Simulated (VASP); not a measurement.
A run of VASP 6.6.1 is set up as follows.

INCAR

```
PREC = Accurate ; ENCUT = 600
EDIFF = 1E-6 ; ISMEAR = -1
SIGMA = 0.05 ; LREAL = F
LASPH = T ; NELM = 60
ALGO = Normal ; ISIF = 3
LWAVE = F ; LCHARG = F
GGA = PE ; IBRION = 2
NSW = 70 ; EDIFFG = -0.005
```

The input KPOINTS:

```
regular mesh
0
Gamma
  16 16 16
```

Contents of POSCAR:

```
Si2Mo
1.0
   -1.6000000000      1.6000000000      3.9305000000
    1.6000000000     -1.6000000000      3.9305000000
    1.6000000000      1.6000000000     -3.9305000000
Si Mo
2 1
Direct
    0.3330000000      0.3330000000      0.0000000000
    0.6670000000      0.6670000000      0.0000000000
    0.0000000000      0.0000000000      0.0000000000
```

Potentials or basis: VASP PAW PBE potentials, release 64 (Si, Mo_sv).

Command:

```console
$ cat potpaw_PBE.64/Si/POTCAR potpaw_PBE.64/Mo_sv/POTCAR > POTCAR
$ mpirun -np 1 vasp_std > vasp.out
```

(1) What does it give for the space group after relaxing (to 0.1 Å)?

(2) What does it give for the band gap on the k mesh?

(3) Predict the relaxed cell.

Results:

(1) I4/mmm (No. 139).

(2) zero (bands 11 and 12 overlap by 0.95 eV).

(3) a = 4.547 Å, b = 4.547 Å, c = 4.547 Å, α = 138.56°, β = 138.56°, γ = 60.04°.
